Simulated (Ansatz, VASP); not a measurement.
# BiB in VASP and in Ansatz

Contents of POSCAR:

```
BiB
1.0
    0.0000000000      2.7448744688      2.7448744688
    2.7448744688      0.0000000000      2.7448744688
    2.7448744688      2.7448744688      0.0000000000
B Bi
1 1
Direct
    0.0000000000      0.0000000000      0.0000000000
    0.2500000000      0.2500000000      0.2500000000
```

File INCAR.step1:

```
SYSTEM = BiB
PREC     = Accurate       ! precision mode
ENCUT    = 520            ! plane-wave cutoff, eV
EDIFF    = 1E-5           ! SCF threshold, eV
ISMEAR   = 0              ! smearing method
SIGMA    = 0.01           ! smearing width, eV
LREAL    = .False.        ! projectors in reciprocal space
LASPH    = .True.         ! aspherical terms in the spheres
NELM     = 60             ! most SCF steps
ALGO     = Normal         ! electronic algorithm
ISIF     = 2              ! what is computed and relaxed
LWAVE    = .True.         ! write WAVECAR
LCHARG   = .False.        ! write CHGCAR
GGA      = PE             ! functional
NBANDS   = 16             ! bands
```

Contents of INCAR.step2:

```
SYSTEM = BiB
PREC     = Accurate       ! precision mode
ENCUT    = 520            ! plane-wave cutoff, eV
EDIFF    = 1E-6           ! SCF threshold, eV
ISMEAR   = 0              ! smearing method
SIGMA    = 0.01           ! smearing width, eV
LREAL    = .False.        ! projectors in reciprocal space
LASPH    = .True.         ! aspherical terms in the spheres
NELM     = 60             ! most SCF steps
ALGO     = Normal         ! electronic algorithm
ISIF     = 2              ! what is computed and relaxed
LWAVE    = .False.        ! write WAVECAR
LCHARG   = .False.        ! write CHGCAR
GGA      = PE             ! functional
LHFCALC  = .True.         ! exact exchange
AEXX     = 0.75           ! exact-exchange fraction
HFSCREEN = 0.3            ! screening, 1/A
PRECFOCK = Normal       
ISTART   = 1            
NBANDS   = 16             ! bands
```

The input KPOINTS:

```
Automatic mesh
0
Gamma
  4 4 4
  0 0 0
```

Input for Ansatz:

```yaml
crystal:
  lattice:
    - [0.0, 2.7448744688, 2.7448744688]
    - [2.7448744688, 0.0, 2.7448744688]
    - [2.7448744688, 2.7448744688, 0.0]
  atoms:
    - { symbol: B, position: [0.0, 0.0, 0.0] }
    - { symbol: Bi, position: [0.25, 0.25, 0.25] }
kpoints:
  mp_grid: { grid: [4, 4, 4] }
hamiltonian:
  xc: { exchange: pbe, correlation: pbe, exx: { coeff: 0.75, omega: 0.3 } }
scf:
  occupations: { method: fixed }
  n_extra_bands: 4
output:
  forces: true
  stress: true
  eigenvalues: true
```

Alike in both runs: task single point; functional PBE-based screened hybrid; k mesh 4 × 4 × 4; no spin polarisation.

|  | VASP | Ansatz |
| --- | --- | --- |
| version | VASP 6.6.1 | Ansatz 0.2.0 |
| potentials or method | VASP PAW PBE potentials, release 64 (B, Bi_d) | plane waves |
| plane-wave cutoff (eV) | 520 | 420 |
| occupations | gaussian, width 0.01 eV | fixed |
| valence electrons in the cell | 18 | 18 |

```tsv
	VASP	Ansatz	Ansatz less VASP
gap on the k mesh at the Fermi level (eV)	1.85	1.88	+0.024
pressure (GPa)	-6.2	-6.2	+0.01
```

VASP's potentials were made for PBE, not for PBE-based screened hybrid. Ansatz's warnings: stress exchange threshold loose, stress scf threshold loose.

The k mesh is coarse, so the values compare programs but aren't converged. Neither program's run includes spin-orbit coupling.
